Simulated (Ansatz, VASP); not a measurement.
**One calculation of BN, two programs**

```
B N
1.0
     0.00000    1.80325    1.80325
     1.80325    0.00000    1.80325
     1.80325    1.80325    0.00000
B N
1 1
Direct
  0.00000 0.00000 0.00000
  0.25000 0.25000 0.25000
```

Alike in both runs: functional PBE; dispersion D3(BJ); k mesh 12 × 12 × 12; occupations gaussian, width 0.02 eV; no spin polarisation.

Ansatz relaxed the structure, and its values are those at the end. VASP's run is a single point on that final structure, the one shown.

|  | VASP | Ansatz |
| --- | --- | --- |
| version | VASP 6.6.1 | Ansatz 0.2.0 |
| potentials or method | VASP PAW PBE potentials, release 64 (B, N), cutoff 600 eV | scalar-relativistic, plane waves, PAW |
| valence electrons in the cell | 8 | 8 |

Ansatz gave:

* gap on the k mesh at the Fermi level (eV): 4.48
* least direct gap on the mesh (eV): 8.86
* pressure (GPa): 0.0

Task: Which values does VASP return?

Result: gap on the k mesh at the Fermi level (eV): 4.47; least direct gap on the mesh (eV): 8.85; pressure (GPa): 0.0.
